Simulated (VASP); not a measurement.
The system is Nb2WSe5.

```xyz
8
Lattice="3.4500 0.0000 0.0000 -1.7250 2.9878 0.0000 0.0000 0.0000 16.8000" Properties=species:S:1:pos:R:3 pbc="T T T"
Nb    0.0000    0.0000   10.0800
Nb    1.7250    0.9959    6.7200
W     0.0000    0.0000    0.0000
Se    0.0000    1.9919   15.1200
Se    0.0000    1.9919    1.6800
Se    0.0000    1.9919    8.4000
Se    1.7250    0.9959   11.7600
Se    0.0000    0.0000    5.0400
```

```yaml
Program: VASP 6.6.1
Task: relaxation of cell and atoms
Functional: PBE
Potentials_or_basis: VASP PAW PBE potentials, release 64 (Nb_sv, W_sv, Se)
Cutoff: 600 eV
k_mesh: 4 × 4 × 1
Occupations: gaussian, width 0.15 eV
Spin: no spin polarisation
```

At the start: pressure -0.1 GPa; volume 21.65 Å³/atom.

Q: Where does the relaxation end?

A: Over 12 steps the energy falls by 53.9 meV/atom and the volume is 21.99 Å³/atom (+1.6 %); space group P3m1 (No. 156, to 0.1 Å) before and after.

Step by step:
```tsv
step	energy change (eV)	largest force (eV/Å)	pressure (GPa)	volume (Å³)
1	0.0000	1.3248	-0.05	173.17
2	-0.1974	0.4842	1.40	172.99
3	-0.2283	0.8389	2.20	172.89
4	-0.3243	0.5206	-0.09	176.66
5	-0.3410	0.5748	-2.19	180.65
6	-0.3444	0.5080	-1.57	179.42
7	-0.3994	0.2991	-0.75	178.11
8	-0.4214	0.2635	0.01	176.84
9	-0.4233	0.2469	0.31	176.36
10	-0.4286	0.1384	-0.58	176.90
11	-0.4289	0.0887	-0.42	176.80
12	-0.4313	0.0724	-0.03	175.89
```

Final structure:
```cif
data_structure
_symmetry_space_group_name_H-M 'P 1'
_symmetry_Int_Tables_number 1
_cell_length_a 3.3428
_cell_length_b 3.3428
_cell_length_c 18.1753
_cell_angle_alpha 90.000
_cell_angle_beta 90.000
_cell_angle_gamma 120.000
_cell_volume 175.89
loop_
_atom_site_label
_atom_site_type_symbol
_atom_site_fract_x
_atom_site_fract_y
_atom_site_fract_z
_atom_site_occupancy
Nb1 Nb 0.00000 0.00000 0.60853 1
Nb2 Nb 0.66667 0.33333 0.39136 1
W1 W 0.00000 0.00000 0.00008 1
Se1 Se 0.33333 0.66667 0.90843 1
Se2 Se 0.33333 0.66667 0.09181 1
Se3 Se 0.33333 0.66667 0.49994 1
Se4 Se 0.66667 0.33333 0.70345 1
Se5 Se 0.00000 0.00000 0.29640 1
```

Caveat: the k points lie up to 0.54 Å⁻¹ apart in the final cell; this functional lacks dispersion, which binds layers or chains, so the pressure and a relaxed spacing across them are unreliable; the relaxation stopped at a loose force limit of 0.08 eV/Å, so its end isn't a converged minimum.
